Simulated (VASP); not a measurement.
# Au (Im-3m) in VASP: further runs

The runs below take Au through single point, relaxation of cell and atoms, with revPBE.

All numbers are computed with VASP 6.6.1; they aren't measurements. Logs are shortened: lines on timing, memory, paths and dates and some standing lists are left out, and cuts for length are marked.

**1. The cell of the first run**

It takes space group Im-3m (No. 229, cubic). Conventional cell: a = 3.412 Å, b = 3.412 Å, c = 3.412 Å, α = 90.00°, β = 90.00°, γ = 90.00°. Within 3.9 Å of Au (site symmetry m-3m) lie 14 Au at 2.96 to 3.41 Å.

**2. Single point, revPBE (volume scaled by 1.08)**

Input file INCAR:

```
SYSTEM = Au
ALGO = Normal
EDIFF = 1E-7
ENCUT = 520
GGA = RE
ISIF = 2
ISMEAR = -1
LASPH = .True.
LCHARG = .True.
LELF = .True.
LREAL = .False.
LVHAR = .True.
LWAVE = .False.
NBANDS = 12
NELM = 100
PREC = Accurate
SIGMA = 0.1
```

Input file KPOINTS:

```
k-points
0
Gamma
  15 15 15
  0 0 0
```

Input file POSCAR:

```
Au
1.0
   -1.7062135102      1.7062135102      1.7062135102
    1.7062135102     -1.7062135102      1.7062135102
    1.7062135102      1.7062135102     -1.7062135102
Au
1
Direct
    0.0000000000      0.0000000000      0.0000000000
```

Potentials or basis: VASP PAW PBE potentials, release 64 (Au).

Command:

```bash
> cat potpaw_PBE.64/Au/POTCAR > POTCAR
> mpirun -np 1 vasp_std > vasp.out
```

OUTCAR:

```text
SYSTEM = Au
   EDIFF = 1E-7
   ENCUT = 520
   GGA = RE
   ISIF = 2
   ISMEAR = -1
   LASPH = .True.
   LREAL = .False.
   NELM = 100
   PREC = Accurate

 ion  position               nearest neighbor table
   1  0.000  0.000  0.000-

  LATTYP: Found a body centered cubic cell.
 ALAT       =     3.4124270204

  Lattice vectors:

 A1 = (  -1.7062135102,   1.7062135102,   1.7062135102)
 A2 = (   1.7062135102,  -1.7062135102,   1.7062135102)
 A3 = (   1.7062135102,   1.7062135102,  -1.7062135102)

Analysis of symmetry for initial positions (statically):
=====================================================================
 Subroutine PRICEL returns:
 Original cell was already a primitive cell.

 Routine SETGRP: Setting up the symmetry group for a
 body centered cubic supercell.

 Subroutine GETGRP returns: Found 48 space group operations
 (whereof 48 operations were pure point group operations)
 out of a pool of 48 trial point group operations.

The static configuration has the point symmetry O_h .

Analysis of symmetry for dynamics (positions and initial velocities):
=====================================================================
 Subroutine PRICEL returns:
 Original cell was already a primitive cell.

 Routine SETGRP: Setting up the symmetry group for a
 body centered cubic supercell.

 Subroutine GETGRP returns: Found 48 space group operations
 (whereof 48 operations were pure point group operations)
 out of a pool of 48 trial point group operations.

The dynamic configuration has the point symmetry O_h .

 Subroutine INISYM returns: Found 48 space group operations
 (whereof 48 operations are pure point group operations),
 and found     1 'primitive' translations

----------------------------------------------------------------------------------------

                                     Primitive cell

  volume of cell :      19.8683

  direct lattice vectors                    reciprocal lattice vectors
    -1.706213510  1.706213510  1.706213510     0.000000000  0.293046560  0.293046560
     1.706213510 -1.706213510  1.706213510     0.293046560  0.000000000  0.293046560
     1.706213510  1.706213510 -1.706213510     0.293046560  0.293046560  0.000000000

  length of vectors
     2.955248488  2.955248488  2.955248488     0.414430420  0.414430420  0.414430420

[... 76 lines left out ...]
   ENCUT  =  520.0 eV  38.22 Ry    6.18 a.u.   5.49  5.49  5.49*2*pi/ulx,y,z
   NELM   =    100;   NELMIN=  2; NELMDL= -5     # of ELM steps
   EDIFF  = 0.1E-06   stopping-criterion for ELM
   LREAL  =      F    real-space projection
   EDIFFG = 0.1E-05   stopping-criterion for IOM
   NSW    =      0    number of steps for IOM
   IBRION =     -1    ionic relax: 0-MD 1-quasi-New 2-CG
   NFREE  =      0    steps in history (QN), initial steepest desc. (CG)
   ISIF   =      2    stress and relaxation
   ISYM   =      2    0-nonsym 1-usesym 2-fastsym
   POTIM  = 0.5000    time-step for ionic-motion
   TEBEG  =    0.0;   TEEND  =   0.0 temperature during run
   PSTRESS=    0.0 pullay stress
   NELECT =      11.0000    total number of electrons
   NUPDOWN=      -1.0000    fix difference up-down
   EMIN   =  10.00;   EMAX   =-10.00  energy-range for DOS
   EFERMI =   0.00;   METHOD = LEGACY
   ISMEAR =    -1;   SIGMA  =   0.10  broadening in eV -4-tet -1-fermi 0-gaus
   EFERMI_NEDOS =   21; number of points for ismear=-14 and -15
   IALGO  =     38    algorithm
   IMIX   =      4    mixing-type and parameters
     AMIX     =   0.40;   BMIX     =  1.00
     AMIX_MAG =   1.60;   BMIX_MAG =  1.00
  volume/ion in A,a.u.               =      19.87       134.08
  Fermi-wavevector in a.u.,A,eV,Ry     =   1.344267  2.540297 24.586476  1.807055
  Thomas-Fermi vector in A             =   2.472275
   LORBIT       =      0    0 simple, 1 ext, 2 COOP (PROOUT), +10 PAW based schemes
   GGA     = RE    functional components
   LHFCALC =     F    Hartree Fock is set to
   AEXX    =    0.0000 exact exchange contribution
   IVDW    =     0    specifies the selected vdW correction
   LEPSILON=     F    determine dielectric tensor
   LRPA    =     F    only Hartree local field effects (RPA)
 non-spin polarized calculation
  energy-cutoff  :      520.00
  volume of cell :       19.87
 maximum number of plane-waves:       555
 NGX is ok and might be reduce to    24
   NGX = 11   NGY = 11   NGZ = 11

 number of electron      11.0000001 magnetization

 Free energy of the ion-electron system (eV)
  ---------------------------------------------------
  ext. energy  EPLUGINS =         0.00000000
  ---------------------------------------------------
  free energy    TOTEN  =        -2.68594808 eV

  energy without entropy =       -2.67593185  energy(sigma->0) =       -2.68093996

 E-fermi :   7.1475     XC(G=0): -11.7385

 val. band max:        6.9085767654   @ k =  -0.3333   0.4000   0.2000
 cond. band min:       7.1803747509   @ k =  -0.4000   0.4667   0.0667
 fundamental gap:      0.2717979854
 Fermi energy:         7.1475484708

 k-point     1 :       0.0000    0.0000    0.0000
  band No.  band energies     occupation
      1      -1.0999      2.00000
      2       3.1068      2.00000
      3       3.1068      2.00000
      4       3.1068      2.00000
      5       4.6042      2.00000
      6       4.6042      2.00000
      7      23.6173      0.00000
      8      23.6173      0.00000
      9      23.6173      0.00000
     10      28.9063      0.00000
     11      28.9063      0.00000
     12      28.9063      0.00000
[... 331 lines left out ...]
 k-point    24 :       0.4000    0.2000   -0.0000
  band No.  band energies     occupation
      1       1.8166      2.00000
      2       2.5166      2.00000
      3       3.8286      2.00000
      4       4.4947      2.00000
      5       5.0218      2.00000
      6       9.7312      0.00000
      7       9.9147      0.00000
      8      15.7736      0.00000
      9      20.3019      0.00000
     10      26.8065      0.00000
     11      28.3468      0.00000
     12      30.9636      0.00000

 [... further k-points ...]
[... 5 lines left out ...]
  --------------------------------------------------------------------------------------
  -------------------------------------------------------------------------------------
  Total       -0.9225179     -0.9225179     -0.9225179     -0.0000000      0.0000000     -0.0000000
  in kB      -74.3918308    -74.3918308    -74.3918308     -0.0000000      0.0000000     -0.0000000
  external PRESSURE =     -74.3918308 kB  Pullay stress =       0.0000000 kB

 VOLUME and BASIS-vectors are now :
 -----------------------------------------------------------------------------
  energy-cutoff  :      520.00
  volume of cell :       19.87
      direct lattice vectors                 reciprocal lattice vectors
    -1.706213510  1.706213510  1.706213510     0.000000000  0.293046560  0.293046560
     1.706213510 -1.706213510  1.706213510     0.293046560  0.000000000  0.293046560
     1.706213510  1.706213510 -1.706213510     0.293046560  0.293046560  0.000000000

 POSITION                                       TOTAL-FORCE (eV/Angst)
 -----------------------------------------------------------------------------------
      0.00000      0.00000      0.00000         0.000000      0.000000     -0.000000
 -----------------------------------------------------------------------------------
    total drift:                               -0.000000      0.000000      0.000000

  FREE ENERGIE OF THE ION-ELECTRON SYSTEM (eV)
  ---------------------------------------------------
  free  energy   TOTEN  =        -2.6859480765 eV

  energy  without entropy=       -2.6759318464  energy(sigma->0) =       -2.68093996
```

OSZICAR:

```text
N       E                     dE             d eps       ncg     rms          rms(c)
DAV:   1     0.480370761963E+02    0.48037E+02   -0.54543E+03  3024   0.799E+02
DAV:   2    -0.225210453380E+01   -0.50289E+02   -0.47243E+02  3344   0.178E+02
DAV:   3    -0.289732206667E+01   -0.64522E+00   -0.64478E+00  3404   0.197E+01
DAV:   4    -0.289968888354E+01   -0.23668E-02   -0.23667E-02  3256   0.137E+00
DAV:   5    -0.289970933041E+01   -0.20447E-04   -0.20447E-04  3376   0.124E-01    0.569E+00
DAV:   6    -0.269458420088E+01    0.20513E+00   -0.66340E-01  3076   0.629E+00    0.407E+00
DAV:   7    -0.268666431645E+01    0.79199E-02   -0.30123E-02  3304   0.139E+00    0.230E+00
DAV:   8    -0.268594221856E+01    0.72210E-03   -0.10355E-03  3116   0.276E-01    0.162E-01
DAV:   9    -0.268593624931E+01    0.59693E-05   -0.15440E-05  3192   0.294E-02    0.324E-02
DAV:  10    -0.268594840626E+01   -0.12157E-04   -0.10752E-05  3180   0.328E-02    0.736E-03
DAV:  11    -0.268594812271E+01    0.28356E-06   -0.17812E-07  3284   0.315E-03    0.613E-04
DAV:  12    -0.268594807652E+01    0.46187E-07   -0.68934E-09  1692   0.794E-04
   1 F= -.26859481E+01 E0= -.26809400E+01  d E =-.100162E-01
```

It took 13 s on 1 thread of Intel Xeon 6975P-C, shared host; peak memory 0.16 GiB.

Results:

| Property | Result |
| --- | --- |
| Free energy | -2.6859 eV |
| Pressure | -7.4 GPa |

Caveat: the PAW data sets were made with another functional, which shifts forces and pressure a little; spin-orbit coupling is left out, which moves the levels of the heavy elements.

**3. Single point, revPBE (volume scaled by 1.12)**

Input file INCAR:

```
PREC     = Accurate       # precision mode
ENCUT    = 520            # plane-wave cutoff, eV
EDIFF    = 1E-7           # SCF threshold, eV
ISMEAR   = -1             # smearing method
SIGMA    = 0.1            # smearing width, eV
LREAL    = False          # projectors in reciprocal space
LASPH    = True           # aspherical terms in the spheres
NELM     = 100            # most SCF steps
ALGO     = Normal         # electronic algorithm
ISIF     = 2              # what is computed and relaxed
LWAVE    = False          # write WAVECAR
LCHARG   = False          # write CHGCAR
GGA      = RE             # functional
NBANDS   = 12             # bands
```

Input file KPOINTS:

```
regular mesh
0
Gamma
  15 15 15
```

Input file POSCAR:

```
Au
1.0
   -1.7270230429      1.7270230429      1.7270230429
    1.7270230429     -1.7270230429      1.7270230429
    1.7270230429      1.7270230429     -1.7270230429
Au
1
Direct
    0.0000000000      0.0000000000      0.0000000000
```

Potentials or basis: VASP PAW PBE potentials, release 64 (Au).

Command:

```bash
> cat potpaw_PBE.64/Au/POTCAR > POTCAR
> mpirun -np 1 vasp_std > vasp.out
```

Wall time 11 s (1 thread of Intel Xeon 6975P-C, shared host); peak memory 0.16 GiB.

Results (log left out):

| Property | Result |
| --- | --- |
| Free energy | -2.6465 eV |
| Pressure | -9.8 GPa |

Levels at points of the mesh, in eV from the Fermi level:
| k point | band 2 | band 3 | band 4 | band 5 | band 6 | band 7 | band 8 | band 9 |
| --- | --- | --- | --- | --- | --- | --- | --- | --- |
| (0.00, 0.00, 0.00) | -3.89 | -3.89 | -3.89 | -2.48 | -2.48 | 16.41 | 16.41 | 16.41 |

Caveat: the PAW data sets were made with another functional, which shifts forces and pressure a little; spin-orbit coupling is left out, which moves the levels of the heavy elements.

(Part 1 of 2 ends here.)
